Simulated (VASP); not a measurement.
# GaAs (F-43m) in VASP: a series of runs, part 2 of 2

VASP 6.6.1. Earlier steps stand in the parts before.

**4. G0W0 quasiparticle levels, PBE**

Input file POSCAR:

```
GaAs
1.0
    0.0000000000      2.8270000000      2.8270000000
    2.8270000000      0.0000000000      2.8270000000
    2.8270000000      2.8270000000      0.0000000000
Ga As
1 1
Direct
    0.0000000000      0.0000000000      0.0000000000
    0.2500000000      0.2500000000      0.2500000000
```

Input file INCAR.step1:

```
SYSTEM = GaAs
PREC = Accurate
ENCUT = 500
EDIFF = 1E-8
ISMEAR = 0
SIGMA = 0.01
LREAL = .FALSE.
LASPH = .TRUE.
NELM = 60
ALGO = Normal
LWAVE = .TRUE.
LCHARG = .FALSE.
GGA = PE
```

Input file INCAR.step2:

```
SYSTEM = GaAs
PREC = Accurate
ENCUT = 500
EDIFF = 1E-8
ISMEAR = 0
SIGMA = 0.01
LREAL = .FALSE.
LASPH = .TRUE.
NELM = 1
ALGO = Exact
LWAVE = .TRUE.
LCHARG = .FALSE.
GGA = PE
NBANDS = 39
LOPTICS = .TRUE.
ISTART = 1
```

Input file INCAR.step3:

```
SYSTEM = GaAs
PREC = Accurate
ENCUT = 500
EDIFF = 1E-8
ISMEAR = 0
SIGMA = 0.01
LREAL = .FALSE.
LASPH = .TRUE.
ALGO = EVGW0
LWAVE = .FALSE.
LCHARG = .FALSE.
GGA = PE
NELMGW = 1
NBANDS = 39
ENCUTGW = 100.0
NOMEGA = 48
PRECFOCK = Fast
ISTART = 1
NBANDSGW = 17
```

Input file KPOINTS:

```
Automatic mesh
0
G
  2 2 2
  0 0 0
```

Potentials or basis: VASP PAW PBE potentials, release 64 (Ga_d_GW, As_GW).

Command:

```bash
$ cat potpaw_PBE.64/Ga_d_GW/POTCAR potpaw_PBE.64/As_GW/POTCAR > POTCAR
$ cp INCAR.step1 INCAR
$ mpirun -np 1 vasp_std > vasp.out
$ cp INCAR.step2 INCAR
$ mpirun -np 1 vasp_std > vasp.out
$ cp INCAR.step3 INCAR
$ mpirun -np 1 vasp_std > vasp.out
```

OUTCAR:

```text
SYSTEM = GaAs
   PREC = Accurate
   ENCUT = 500
   EDIFF = 1E-8
   ISMEAR = 0
   LREAL = .FALSE.
   LASPH = .TRUE.
   GGA = PE
   NELMGW = 1
   ENCUTGW = 100.0
   PRECFOCK = Fast
   ISTART = 1

 ion  position               nearest neighbor table
   1  0.000  0.000  0.000-   2 2.45   2 2.45   2 2.45   2 2.45
   2  0.250  0.250  0.250-   1 2.45   1 2.45   1 2.45   1 2.45

  LATTYP: Found a face centered cubic cell.
 ALAT       =     5.6540000000

  Lattice vectors:

 A1 = (   0.0000000000,   2.8270000000,   2.8270000000)
 A2 = (   2.8270000000,   0.0000000000,   2.8270000000)
 A3 = (   2.8270000000,   2.8270000000,   0.0000000000)

Analysis of symmetry for initial positions (statically):
[... 5 lines left out ...]
 face centered cubic supercell.

 Subroutine GETGRP returns: Found 24 space group operations
 (whereof 24 operations were pure point group operations)
 out of a pool of 48 trial point group operations.

The static configuration has the point symmetry T_d .

Analysis of symmetry for dynamics (positions and initial velocities):
[... 5 lines left out ...]
 face centered cubic supercell.

 Subroutine GETGRP returns: Found 24 space group operations
 (whereof 24 operations were pure point group operations)
 out of a pool of 48 trial point group operations.

The dynamic configuration has the point symmetry T_d .

 Subroutine INISYM returns: Found 24 space group operations
 (whereof 24 operations are pure point group operations),
 and found     1 'primitive' translations

----------------------------------------------------------------------------------------

                                     Primitive cell

  volume of cell :      45.1864

  direct lattice vectors                    reciprocal lattice vectors
     0.000000000  2.827000000  2.827000000    -0.176865936  0.176865936  0.176865936
[... 60 lines left out ...]
   LSORBIT =      F    spin-orbit coupling
   LASPH  =      T    aspherical Exc in radial PAW
   ENCUT  =  500.0 eV  36.75 Ry    6.06 a.u.   7.29  7.29  7.29*2*pi/ulx,y,z
   NELM   =     60;   NELMIN=  2; NELMDL=  0     # of ELM steps
   EDIFF  = 0.1E-07   stopping-criterion for ELM
   LREAL  =      F    real-space projection
   EDIFFG = 0.1E-06   stopping-criterion for IOM
   NSW    =      0    number of steps for IOM
   IBRION =     -1    ionic relax: 0-MD 1-quasi-New 2-CG
   NFREE  =      0    steps in history (QN), initial steepest desc. (CG)
   ISIF   =      0    stress and relaxation
   ISYM   =      3    0-nonsym 1-usesym 2-fastsym
   POTIM  = 0.5000    time-step for ionic-motion
   TEBEG  =    0.0;   TEEND  =   0.0 temperature during run
   PSTRESS=    0.0 pullay stress
   NELECT =      18.0000    total number of electrons
   NUPDOWN=      -1.0000    fix difference up-down
   EMIN   =  10.00;   EMAX   =-10.00  energy-range for DOS
   EFERMI =   0.00;   METHOD = LEGACY
   ISMEAR =     0;   SIGMA  =   0.01  broadening in eV -4-tet -1-fermi 0-gaus
   EFERMI_NEDOS =   21; number of points for ismear=-14 and -15
   IALGO  =     38    algorithm
   IMIX   =      4    mixing-type and parameters
     AMIX     =   0.40;   BMIX     =  1.00
     AMIX_MAG =   1.60;   BMIX_MAG =  1.00
  volume/ion in A,a.u.               =      22.59       152.47
  Fermi-wavevector in a.u.,A,eV,Ry     =   1.204564  2.276296 19.741704  1.450974
  Thomas-Fermi vector in A             =   2.340285
   LORBIT       =      0    0 simple, 1 ext, 2 COOP (PROOUT), +10 PAW based schemes
   GGA     = PE    functional components
   LHFCALC =     T    Hartree Fock is set to
   PRECFOCK=fast      Normal, Fast or Accurate (Low or Medium for compatibility)
   ENCUT4O =  -1.0   cutoff for four orbital integrals eV
   NKREDX  =     1    reduce k-point grid by
   NKREDY  =     1    reduce k-point grid by
   NKREDZ  =     1    reduce k-point grid by
   AEXX    =    1.0000 exact exchange contribution
   HFSCREEN=    0.0000 screening length (either q_TF or 0.3 A-1)
   HFSCREENC=   0.0000 screening length for correlation (either q_TF or 0.3 A-1)
   ENCUTFOCK=  -1.0 apply spherical cutoff to Coloumb kernel
   IVDW    =     0    specifies the selected vdW correction
   LEPSILON=     F    determine dielectric tensor
   LRPA    =     F    only Hartree local field effects (RPA)
   LRPAFORCE           =     F    calculate RPA forces
   ENCUTGW             = 100.0    cutoff for response function in eV
   ENCUTGWSOFT         =  80.0    soft cutoff for Coulomb kernel in GW response function in eV
   ENCUTLF             =  -1.0    cutoff for local field effects
   NELMGW              =     1    number of iterations in solving QP/BSE equation
   NELMHF              =     1    number of iterations in the inner HF iteration
   NKREDLFX            =     1    NKREDLFY  =   1   NKREDLFZ  =   1
 non-spin polarized calculation
 Gauss-broadening in eV      SIGMA  =   0.01
  energy-cutoff  :      500.00
  volume of cell :       45.19
 maximum number of plane-waves:      1162
 NGX is ok and might be reduce to    30
  NGX = 16; NGY = 16; NGZ = 16
   NGX = 15   NGY = 15   NGZ = 15
 maximum number of plane-waves:       113
 NGX is ok and might be reduce to    14

 QP shifts <psi_nk| G(iteration)W_0 |psi_nk>: iteration 1
 for sc-GW calculations column KS-energies equals QP-energies in previous step
 and V_xc(KS)=  KS-energies - (<T + V_ion + V_H > + <T+V_H+V_ion>^1  + <V_x>^1)

 k-point   1 :       0.0000    0.0000    0.0000
  band No.  KS-energies  QP-energies   sigma(KS)   V_xc(KS)     V^pw_x(r,r')   Z            occupation Imag(sigma)

      1     -10.9831     -13.7855     -25.7228     -21.7209     -35.1174       0.7003       2.0000       0.4059
      2     -10.9831     -13.7855     -25.7228     -21.7209     -35.1174       0.7003       2.0000       0.4059
      3     -10.9831     -13.7855     -25.7228     -21.7209     -35.1174       0.7003       2.0000       0.4059
      4     -10.9140     -13.7326     -25.8177     -21.8066     -35.1690       0.7027       2.0000       0.3633
      5     -10.9140     -13.7326     -25.8177     -21.8066     -35.1690       0.7027       2.0000       0.3633
      6      -8.5475      -8.6798     -11.3028     -11.1117     -17.9481       0.6925       2.0000       1.0688
[... 38 lines left out ...]
      3     -10.9356     -13.7762     -25.8452     -21.8217     -35.2430       0.7060       2.0000       0.3962
      4     -10.9356     -13.7762     -25.8452     -21.8217     -35.2430       0.7060       2.0000       0.3962
      5     -10.9016     -13.7414     -25.8457     -21.8327     -35.1994       0.7076       2.0000       0.3618
      6      -5.9534      -6.2438     -12.6937     -12.3012     -18.3976       0.7399       2.0000       0.7781
[... 9 lines left out ...]
     16      17.4167      17.9097      -8.8844      -9.5061      -3.5826       0.7930       0.0000      -0.4204
     17      17.4407      17.8570      -9.3364      -9.8461      -4.2570       0.8167       0.0000      -0.4458
```

OUTCAR.step1:

```text
SYSTEM = GaAs
   PREC = Accurate
   ENCUT = 500
   EDIFF = 1E-8
   ISMEAR = 0
   LREAL = .FALSE.
   LASPH = .TRUE.
[... 245 lines left out ...]
      0.00000      0.00000      0.00000        -0.000000     -0.000000     -0.000000
      1.41350      1.41350      1.41350         0.000000      0.000000      0.000000
 -----------------------------------------------------------------------------------
    total drift:                                0.000002      0.000002      0.000002

  FREE ENERGIE OF THE ION-ELECTRON SYSTEM (eV)
  ---------------------------------------------------
  free  energy   TOTEN  =        -5.8086257331 eV

  energy  without entropy=       -5.8086257331  energy(sigma->0) =       -5.80862573
```

It took 34 s on 1 thread of Intel Xeon 8259CL, shared host; peak memory 0.28 GiB.

What came out:

```
Band gap on the k mesh, mean-field level : 0.44 eV, direct
Quasiparticle gap                        : 1.37 eV
Least direct quasiparticle gap           : 1.49 eV
```

Levels at points of the mesh, in eV from the valence-band top:
```tsv
k point	band 6	band 7	band 8	band 9	band 10	band 11	band 12	band 13
(0.00, 0.00, 0.00)	-12.74	0.00	0.00	0.00	0.44	3.49	3.49	3.49
(0.50, 0.00, 0.00)	-10.94	-6.79	-1.19	-1.19	0.87	4.43	4.43	7.69
(0.50, 0.50, 0.00)	-10.15	-7.01	-2.77	-2.77	1.30	1.53	10.03	10.03
```

Caveat: the k points lie up to 0.96 Å⁻¹ apart; bands, screening cutoff and mesh are small and nothing is extrapolated, so the quasiparticle values aren't converged. A k mesh can miss the band edges.
